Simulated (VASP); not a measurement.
The system is Ti3Pt (mix).

```
Ti Pt
1.0
     5.03000    0.00000    0.00000
     0.00000    5.03000    0.00000
     0.00000    0.00000    5.03000
Ti Pt
6 2
Cartesian
  1.2575 0.0000 2.5150
  2.5150 3.7725 0.0000
  3.7725 0.0000 2.5150
  2.5150 1.2575 0.0000
  0.0000 2.5150 3.7725
  0.0000 2.5150 1.2575
  0.0000 0.0000 0.0000
  2.5150 2.5150 2.5150
```

* Program: VASP 6.6.1
* Task: relaxation of cell and atoms
* Functional: PBEsol
* Potentials or basis: VASP PAW PBE potentials, release 64 (Ti_sv, Pt)
* Cutoff: 600 eV
* k mesh: 8 × 8 × 8
* Occupations: gaussian, width 0.1 eV
* Spin: no spin polarisation

At the start: pressure -4.9 GPa; volume 15.91 Å³/atom.

**Question.** Where does the relaxation end?

**Answer.** Over 3 steps the energy falls by 7.6 meV/atom and the volume is 15.43 Å³/atom (-3.0 %); space group Pm-3n (No. 223, to 0.05 Å).

Step by step:
| step | energy change (eV) | largest force (eV/Å) | pressure (GPa) | volume (Å³) |
| --- | --- | --- | --- | --- |
| 1 | 0.0000 | 0.0000 | -4.93 | 127.26 |
| 2 | 0.0545 | 0.0000 | 7.68 | 118.47 |
| 3 | -0.0604 | 0.0000 | -0.01 | 123.47 |

Final structure:
```xyz
8
Lattice="4.9795 0.0000 0.0000 0.0000 4.9795 0.0000 0.0000 0.0000 4.9795" Properties=species:S:1:pos:R:3 pbc="T T T"
Ti    1.2449    0.0000    2.4898
Ti    2.4898    3.7346    0.0000
Ti    3.7346    0.0000    2.4898
Ti    2.4898    1.2449    0.0000
Ti    0.0000    2.4898    3.7346
Ti    0.0000    2.4898    1.2449
Pt    0.0000    0.0000    0.0000
Pt    2.4898    2.4898    2.4898
```

Caveat: the PAW data sets were made with another functional, which shifts forces and pressure a little.
